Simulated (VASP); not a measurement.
A run of VASP 6.6.1:

The input INCAR:

```
PREC = Accurate
ENCUT = 520
EDIFF = 1E-6
ISMEAR = -1
SIGMA = 0.1
LREAL = False
LASPH = True
NELM = 100
ALGO = Normal
ISIF = 2
LWAVE = False
LCHARG = True
LELF = True
LVHAR = True
NBANDS = 8
```

Contents of KPOINTS:

```
regular mesh
0
Gamma
  13 13 12
```

POSCAR

```
Si
1.0
    2.5846386507      0.0000000000      0.0000000000
   -1.2923193254      2.2383666225      0.0000000000
    0.0000000000      0.0000000000      2.4271260460
Si
1
Direct
    0.0000000000      0.0000000000      0.0000000000
```

Potentials or basis: VASP PAW LDA potentials, release 64 (Si).

Command:

```sh
$ cat potpaw_LDA.64/Si/POTCAR > POTCAR
$ mpirun -np 1 vasp_std > vasp.out
```

Hardware: 1 thread of Intel Xeon 6975P-C, on a shared host.

**Question.** How long does it take, and how much memory?

**Answer.** Run time: 6 s on 1 thread of Intel Xeon 6975P-C, on a shared host, peak memory 0.12 GiB. Counts: scf iterations 10, k points 147.
